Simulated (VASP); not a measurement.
# LiF (Fm-3m) in VASP: notebook

The runs below take LiF through single point, with PBE.

Program: VASP 6.6.1. These are calculated values, not measurements. Logs are shortened: lines on timing, memory, paths and dates and some standing lists are left out, and cuts for length are marked.

**1. The cell of the first run**

Symmetry: Fm-3m, No. 225, cubic system. The conventional cell has a = 3.946 Å, b = 3.946 Å, c = 3.946 Å, α = 90.00°, β = 90.00°, γ = 90.00°. Within 2.6 Å of Li (site symmetry m-3m) lie 6 F at 1.97 Å. F (site symmetry m-3m) has 6 Li at 1.97 Å within 2.6 Å.

**2. Single point, PBE (volume scaled by 0.94)**

File INCAR:

```
  ALGO = Normal
  EDIFF = 1E-6
  ENCUT = 520
  GGA = PE
  ISIF = 2
  ISMEAR = -1
  LASPH = T
  LCHARG = F
  LREAL = F
  LWAVE = F
  NBANDS = 12
  NELM = 100
  PREC = Accurate
  SIGMA = 0.03
```

File KPOINTS:

```
k-points
0
Gamma
  10 10 10
```

File POSCAR:

```
LiF
1.0
    0.0000000000      1.9728864230      1.9728864230
    1.9728864230      0.0000000000      1.9728864230
    1.9728864230      1.9728864230      0.0000000000
Li F
1 1
Direct
    0.0000000000      0.0000000000      0.0000000000
    0.5000000000      0.5000000000      0.5000000000
```

Potentials or basis: VASP PAW PBE potentials, release 64 (Li_sv, F).

The run is started by

```bash
$ cat potpaw_PBE.64/Li_sv/POTCAR potpaw_PBE.64/F/POTCAR > POTCAR
$ mpirun -np 1 vasp_std > vasp.out
```

OUTCAR:

```text
EDIFF = 1E-6
   ENCUT = 520
   GGA = PE
   ISIF = 2
   ISMEAR = -1
   LASPH = T
   LREAL = F
   NELM = 100
   PREC = Accurate

 ion  position               nearest neighbor table
   1  0.000  0.000  0.000-   2 1.97   2 1.97   2 1.97   2 1.97   2 1.97   2 1.97
   2  0.500  0.500  0.500-   1 1.97   1 1.97   1 1.97   1 1.97   1 1.97   1 1.97

  LATTYP: Found a face centered cubic cell.
 ALAT       =     3.9457728460

  Lattice vectors:

 A1 = (   0.0000000000,   1.9728864230,   1.9728864230)
 A2 = (   1.9728864230,   0.0000000000,   1.9728864230)
 A3 = (   1.9728864230,   1.9728864230,   0.0000000000)

Analysis of symmetry for initial positions (statically):
=====================================================================
 Subroutine PRICEL returns:
 Original cell was already a primitive cell.

 Routine SETGRP: Setting up the symmetry group for a
 face centered cubic supercell.

 Subroutine GETGRP returns: Found 48 space group operations
 (whereof 48 operations were pure point group operations)
 out of a pool of 48 trial point group operations.

The static configuration has the point symmetry O_h .

Analysis of symmetry for dynamics (positions and initial velocities):
=====================================================================
 Subroutine PRICEL returns:
 Original cell was already a primitive cell.

 Routine SETGRP: Setting up the symmetry group for a
 face centered cubic supercell.

 Subroutine GETGRP returns: Found 48 space group operations
 (whereof 48 operations were pure point group operations)
 out of a pool of 48 trial point group operations.

The dynamic configuration has the point symmetry O_h .

 Subroutine INISYM returns: Found 48 space group operations
 (whereof 48 operations are pure point group operations),
 and found     1 'primitive' translations

----------------------------------------------------------------------------------------

                                     Primitive cell

  volume of cell :      15.3581

  direct lattice vectors                    reciprocal lattice vectors
     0.000000000  1.972886423  1.972886423    -0.253435775  0.253435775  0.253435775
     1.972886423  0.000000000  1.972886423     0.253435775 -0.253435775  0.253435775
     1.972886423  1.972886423  0.000000000     0.253435775  0.253435775 -0.253435775

  length of vectors
     2.790082736  2.790082736  2.790082736     0.438963639  0.438963639  0.438963639

[... 81 lines left out ...]
   LREAL  =      F    real-space projection
   EDIFFG = 0.1E-04   stopping-criterion for IOM
   NSW    =      0    number of steps for IOM
   IBRION =     -1    ionic relax: 0-MD 1-quasi-New 2-CG
   NFREE  =      0    steps in history (QN), initial steepest desc. (CG)
   ISIF   =      2    stress and relaxation
   ISYM   =      2    0-nonsym 1-usesym 2-fastsym
   POTIM  = 0.5000    time-step for ionic-motion
   TEBEG  =    0.0;   TEEND  =   0.0 temperature during run
   PSTRESS=    0.0 pullay stress
   NELECT =      10.0000    total number of electrons
   NUPDOWN=      -1.0000    fix difference up-down
   EMIN   =  10.00;   EMAX   =-10.00  energy-range for DOS
   EFERMI =   0.00;   METHOD = LEGACY
   ISMEAR =    -1;   SIGMA  =   0.03  broadening in eV -4-tet -1-fermi 0-gaus
   EFERMI_NEDOS =   21; number of points for ismear=-14 and -15
   IALGO  =     38    algorithm
   IMIX   =      4    mixing-type and parameters
     AMIX     =   0.40;   BMIX     =  1.00
     AMIX_MAG =   1.60;   BMIX_MAG =  1.00
  volume/ion in A,a.u.               =       7.68        51.82
  Fermi-wavevector in a.u.,A,eV,Ry     =   1.418936  2.681400 27.393682  2.013379
  Thomas-Fermi vector in A             =   2.540009
   LORBIT       =      0    0 simple, 1 ext, 2 COOP (PROOUT), +10 PAW based schemes
   GGA     = PE    functional components
   LHFCALC =     F    Hartree Fock is set to
   AEXX    =    0.0000 exact exchange contribution
   IVDW    =     0    specifies the selected vdW correction
   LEPSILON=     F    determine dielectric tensor
   LRPA    =     F    only Hartree local field effects (RPA)
 non-spin polarized calculation
  energy-cutoff  :      520.00
  volume of cell :       15.36
 maximum number of plane-waves:       424
 NGX is ok and might be reduce to    24
   NGX = 11   NGY = 11   NGZ = 11

 number of electron      10.0000003 magnetization

 Free energy of the ion-electron system (eV)
  ---------------------------------------------------
  ext. energy  EPLUGINS =         0.00000000
  ---------------------------------------------------
  free energy    TOTEN  =        -9.60861715 eV

  energy without entropy =       -9.60861715  energy(sigma->0) =       -9.60861715

 E-fermi :   0.1668     XC(G=0): -10.2877

 val. band max:       -0.6281419604   @ k =   0.0000   0.0000   0.0000
 cond. band min:       9.0338083936   @ k =   0.0000   0.0000   0.0000
 fundamental gap:      9.6619503540
 Fermi energy:         0.1668255194

 k-point     1 :       0.0000    0.0000    0.0000
  band No.  band energies     occupation
      1     -41.4212      2.00000
      2     -20.7790      2.00000
      3      -0.6281      2.00000
      4      -0.6281      2.00000
      5      -0.6281      2.00000
      6       9.0338      0.00000
      7      24.1676      0.00000
      8      24.1676      0.00000
      9      24.1676      0.00000
     10      24.3111      0.00000
     11      24.3111      0.00000
     12      24.3111      0.00000
[... 331 lines left out ...]
 k-point    24 :       0.4000    0.3000    0.0000
  band No.  band energies     occupation
      1     -41.3433      2.00000
      2     -20.1844      2.00000
      3      -3.1415      2.00000
      4      -1.5839      2.00000
      5      -1.4620      2.00000
      6      13.0465      0.00000
      7      16.5461      0.00000
      8      18.5831      0.00000
      9      20.2304      0.00000
     10      21.3039      0.00000
     11      34.7360      0.00000
     12      35.3998      0.00000

 [... further k-points ...]
[... 5 lines left out ...]
  --------------------------------------------------------------------------------------
  -------------------------------------------------------------------------------------
  Total        0.6690423      0.6690423      0.6690423      0.0000000     -0.0000000      0.0000000
  in kB       69.7955776     69.7955776     69.7955776      0.0000000     -0.0000000      0.0000000
  external PRESSURE =      69.7955776 kB  Pullay stress =       0.0000000 kB

 VOLUME and BASIS-vectors are now :
 -----------------------------------------------------------------------------
  energy-cutoff  :      520.00
  volume of cell :       15.36
      direct lattice vectors                 reciprocal lattice vectors
     0.000000000  1.972886423  1.972886423    -0.253435775  0.253435775  0.253435775
     1.972886423  0.000000000  1.972886423     0.253435775 -0.253435775  0.253435775
     1.972886423  1.972886423  0.000000000     0.253435775  0.253435775 -0.253435775

 POSITION                                       TOTAL-FORCE (eV/Angst)
 -----------------------------------------------------------------------------------
      0.00000      0.00000      0.00000        -0.000000     -0.000000      0.000000
      1.97289      1.97289      1.97289         0.000000      0.000000     -0.000000
 -----------------------------------------------------------------------------------
    total drift:                               -0.000000     -0.000000      0.000000

  FREE ENERGIE OF THE ION-ELECTRON SYSTEM (eV)
  ---------------------------------------------------
  free  energy   TOTEN  =        -9.6086171464 eV

  energy  without entropy=       -9.6086171464  energy(sigma->0) =       -9.60861715
```

OSZICAR:

```text
N       E                     dE             d eps       ncg     rms          rms(c)
DAV:   1     0.317556248870E+02    0.31756E+02   -0.55605E+03  1160   0.856E+02
DAV:   2    -0.904976494992E+01   -0.40805E+02   -0.39813E+02  1360   0.191E+02
DAV:   3    -0.101087051680E+02   -0.10589E+01   -0.10560E+01  1496   0.271E+01
DAV:   4    -0.101201885594E+02   -0.11483E-01   -0.11483E-01  1280   0.274E+00
DAV:   5    -0.101203466358E+02   -0.15808E-03   -0.15808E-03  1492   0.227E-01    0.455E+00
DAV:   6    -0.959770370245E+01    0.52264E+00   -0.23975E+00  1260   0.980E+00    0.134E+00
DAV:   7    -0.960200690250E+01   -0.43032E-02   -0.20479E-02  1484   0.126E+00    0.849E-01
DAV:   8    -0.960853123376E+01   -0.65243E-02   -0.14030E-02  1396   0.124E+00    0.108E-01
DAV:   9    -0.960854584253E+01   -0.14609E-04   -0.92831E-04  1304   0.276E-01    0.418E-02
DAV:  10    -0.960861462563E+01   -0.68783E-04   -0.11845E-04  1292   0.870E-02    0.158E-02
DAV:  11    -0.960861620318E+01   -0.15776E-05   -0.61539E-06  1404   0.232E-02    0.305E-03
DAV:  12    -0.960861714638E+01   -0.94320E-06   -0.46361E-07  1268   0.588E-03
   1 F= -.96086171E+01 E0= -.96086171E+01  d E =-.140332E-12
```

stdout:

```text
POSCAR found type information on POSCAR LiF
 POSCAR found :  2 types and       2 ions
 scaLAPACK will be used
 LDA part: xc-table for (Slater+PW92), standard interpolation
 POSCAR, INCAR and KPOINTS ok, starting setup
 FFT: planning ... GRIDC
 FFT: planning ... GRID_SOFT
 FFT: planning ... GRID
 WAVECAR not read
 entering main loop
```

Run time: 6 s. Hardware: 1 thread of AMD EPYC 9R45 (Zen 5), shared host; peak memory 0.1 GiB.

What came out:

* Free energy: -9.6086 eV
* Band gap on the k mesh: 9.66 eV, direct

Caveat: the cutoff is under 1.25 times the usual one of these potentials, so pressure, stress and relaxed cells hold a basis-set (Pulay) error. A k mesh can miss the band edges.

**3. Single point, PBE (volume scaled by 0.98)**

File INCAR:

```
SYSTEM = LiF
PREC = Accurate
ENCUT = 520
EDIFF = 1E-7
ISMEAR = -1
SIGMA = 0.03
LREAL = .FALSE.
LASPH = .TRUE.
NELM = 100
ALGO = Normal
ISIF = 2
LWAVE = .FALSE.
LCHARG = .FALSE.
GGA = PE
NBANDS = 12
```

File KPOINTS:

```
regular mesh
0
G
  10 10 10
  0 0 0
```

File POSCAR:

```
LiF
1.0
    0.0000000000      2.0004828142      2.0004828142
    2.0004828142      0.0000000000      2.0004828142
    2.0004828142      2.0004828142      0.0000000000
Li F
1 1
Direct
    0.0000000000      0.0000000000      0.0000000000
    0.5000000000      0.5000000000      0.5000000000
```

Potentials or basis: VASP PAW PBE potentials, release 64 (Li_sv, F).

The run is started by

```bash
$ cat potpaw_PBE.64/Li_sv/POTCAR potpaw_PBE.64/F/POTCAR > POTCAR
$ mpirun -np 1 vasp_std > vasp.out
```

It took 6.5 s on 1 thread of AMD EPYC 9R45 (Zen 5), shared host; peak memory 0.1 GiB.

It converged, with:

- Free energy: -9.6315 eV
- Band gap on the k mesh: 9.28 eV, direct

Levels at points of the mesh, in eV from the valence-band top:
```tsv
k point	band 1	band 2	band 3	band 4	band 5	band 6	band 7	band 8	band 9	band 10
(0.00, 0.00, 0.00)	-40.88	-20.03	0.00	0.00	0.00	9.28	24.24	24.24	24.24	24.52
(0.50, 0.00, 0.00)	-40.81	-19.58	-2.58	-0.23	-0.23	10.88	16.98	19.06	19.06	30.73
(0.50, 0.50, 0.00)	-40.80	-19.30	-3.09	-1.03	-1.03	15.00	16.57	17.70	20.48	20.48
```

Caveat: the cutoff is under 1.25 times the usual one of these potentials, so pressure, stress and relaxed cells hold a basis-set (Pulay) error.

**4. Single point, PBE (volume scaled by 1.01)**

File INCAR:

```
SYSTEM = LiF
ALGO = Normal
EDIFF = 1E-7
ENCUT = 520
GGA = PE
ISIF = 2
ISMEAR = -1
LASPH = .TRUE.
LCHARG = .FALSE.
LREAL = .FALSE.
LWAVE = .FALSE.
NBANDS = 12
NELM = 100
PREC = Accurate
SIGMA = 0.03
```

File KPOINTS:

```
k-points
0
G
  10 10 10
  0 0 0
```

File POSCAR:

```
LiF
1.0
    0.0000000000      2.0206910790      2.0206910790
    2.0206910790      0.0000000000      2.0206910790
    2.0206910790      2.0206910790      0.0000000000
Li F
1 1
Direct
    0.0000000000      0.0000000000      0.0000000000
    0.5000000000      0.5000000000      0.5000000000
```

Potentials or basis: VASP PAW PBE potentials, release 64 (Li_sv, F).

The run is started by

```bash
$ cat potpaw_PBE.64/Li_sv/POTCAR potpaw_PBE.64/F/POTCAR > POTCAR
$ mpirun -np 1 vasp_std > vasp.out
```

OUTCAR:

```text
SYSTEM = LiF
   EDIFF = 1E-7
   ENCUT = 520
   GGA = PE
   ISIF = 2
   ISMEAR = -1
   LASPH = .TRUE.
   LREAL = .FALSE.
   NELM = 100
   PREC = Accurate

 ion  position               nearest neighbor table
   1  0.000  0.000  0.000-   2 2.02   2 2.02   2 2.02   2 2.02   2 2.02   2 2.02
   2  0.500  0.500  0.500-   1 2.02   1 2.02   1 2.02   1 2.02   1 2.02   1 2.02

  LATTYP: Found a face centered cubic cell.
 ALAT       =     4.0413821580

  Lattice vectors:

 A1 = (   0.0000000000,   2.0206910790,   2.0206910790)
 A2 = (   2.0206910790,   0.0000000000,   2.0206910790)
 A3 = (   2.0206910790,   2.0206910790,   0.0000000000)

Analysis of symmetry for initial positions (statically):
=====================================================================
 Subroutine PRICEL returns:
 Original cell was already a primitive cell.

 Routine SETGRP: Setting up the symmetry group for a
 face centered cubic supercell.

 Subroutine GETGRP returns: Found 48 space group operations
 (whereof 48 operations were pure point group operations)
 out of a pool of 48 trial point group operations.

The static configuration has the point symmetry O_h .

Analysis of symmetry for dynamics (positions and initial velocities):
=====================================================================
 Subroutine PRICEL returns:
 Original cell was already a primitive cell.

 Routine SETGRP: Setting up the symmetry group for a
 face centered cubic supercell.

 Subroutine GETGRP returns: Found 48 space group operations
 (whereof 48 operations were pure point group operations)
 out of a pool of 48 trial point group operations.

The dynamic configuration has the point symmetry O_h .

 Subroutine INISYM returns: Found 48 space group operations
 (whereof 48 operations are pure point group operations),
 and found     1 'primitive' translations

----------------------------------------------------------------------------------------

[... 116 lines left out ...]
   LORBIT       =      0    0 simple, 1 ext, 2 COOP (PROOUT), +10 PAW based schemes
   GGA     = PE    functional components
   LHFCALC =     F    Hartree Fock is set to
   AEXX    =    0.0000 exact exchange contribution
   IVDW    =     0    specifies the selected vdW correction
   LEPSILON=     F    determine dielectric tensor
   LRPA    =     F    only Hartree local field effects (RPA)
 non-spin polarized calculation
  energy-cutoff  :      520.00
  volume of cell :       16.50
 maximum number of plane-waves:       459
 NGX is ok and might be reduce to    24
   NGX = 11   NGY = 11   NGZ = 11

 number of electron      10.0000000 magnetization

 number of electron       9.9999991 magnetization

 Free energy of the ion-electron system (eV)
  ---------------------------------------------------
  ext. energy  EPLUGINS =         0.00000000
  ---------------------------------------------------
  free energy    TOTEN  =        -9.63937761 eV

  energy without entropy =       -9.63937761  energy(sigma->0) =       -9.63937761

 E-fermi :  -0.2019     XC(G=0):  -9.9341

 val. band max:       -1.0785076601   @ k =   0.0000   0.0000   0.0000
 cond. band min:       7.9209393161   @ k =   0.0000   0.0000   0.0000
 fundamental gap:      8.9994469762
 Fermi energy:        -0.2018716940

 k-point     1 :       0.0000    0.0000    0.0000
  band No.  band energies     occupation
      1     -42.0211      2.00000
      2     -21.0260      2.00000
      3      -1.0785      2.00000
      4      -1.0785      2.00000
      5      -1.0785      2.00000
      6       7.9209      0.00000
      7      22.7563      0.00000
      8      22.7563      0.00000
      9      22.7563      0.00000
     10      23.1474      0.00000
     11      23.1474      0.00000
     12      23.1474      0.00000
[... 331 lines left out ...]
 k-point    24 :       0.4000    0.3000    0.0000
  band No.  band energies     occupation
      1     -41.9635      2.00000
      2     -20.5082      2.00000
      3      -3.3647      2.00000
      4      -1.9376      2.00000
      5      -1.8275      2.00000
      6      11.9101      0.00000
      7      15.6488      0.00000
      8      17.3540      0.00000
      9      18.9739      0.00000
     10      20.0380      0.00000
     11      32.6140      0.00000
     12      33.6567      0.00000

 [... further k-points ...]
[... 5 lines left out ...]
  --------------------------------------------------------------------------------------
  -------------------------------------------------------------------------------------
  Total        0.0961046      0.0961046      0.0961046      0.0000000      0.0000000      0.0000000
  in kB        9.3309328      9.3309328      9.3309328      0.0000000      0.0000000      0.0000000
  external PRESSURE =       9.3309328 kB  Pullay stress =       0.0000000 kB

 VOLUME and BASIS-vectors are now :
 -----------------------------------------------------------------------------
  energy-cutoff  :      520.00
  volume of cell :       16.50
      direct lattice vectors                 reciprocal lattice vectors
     0.000000000  2.020691079  2.020691079    -0.247440099  0.247440099  0.247440099
     2.020691079  0.000000000  2.020691079     0.247440099 -0.247440099  0.247440099
     2.020691079  2.020691079  0.000000000     0.247440099  0.247440099 -0.247440099

 POSITION                                       TOTAL-FORCE (eV/Angst)
 -----------------------------------------------------------------------------------
      0.00000      0.00000      0.00000         0.000000     -0.000000      0.000000
      2.02069      2.02069      2.02069        -0.000000      0.000000      0.000000
 -----------------------------------------------------------------------------------
    total drift:                               -0.000000     -0.000000      0.000000

  FREE ENERGIE OF THE ION-ELECTRON SYSTEM (eV)
  ---------------------------------------------------
  free  energy   TOTEN  =        -9.6393776150 eV

  energy  without entropy=       -9.6393776150  energy(sigma->0) =       -9.63937761
```

stdout:

```text
POSCAR found type information on POSCAR LiF
 POSCAR found :  2 types and       2 ions
 scaLAPACK will be used
 LDA part: xc-table for (Slater+PW92), standard interpolation
 POSCAR, INCAR and KPOINTS ok, starting setup
 FFT: planning ... GRIDC
 FFT: planning ... GRID_SOFT
 FFT: planning ... GRID
 WAVECAR not read
 entering main loop
```

Wall time 6.5 s (1 thread of AMD EPYC 9R45 (Zen 5), shared host); peak memory 0.1 GiB.

Results:

| Quantity | Value |
| --- | --- |
| Free energy | -9.6394 eV |
| Band gap on the k mesh | 9.00 eV, direct |

Caveat: the cutoff is under 1.25 times the usual one of these potentials, so pressure, stress and relaxed cells hold a basis-set (Pulay) error.

(Continued in part 2 of 2.)
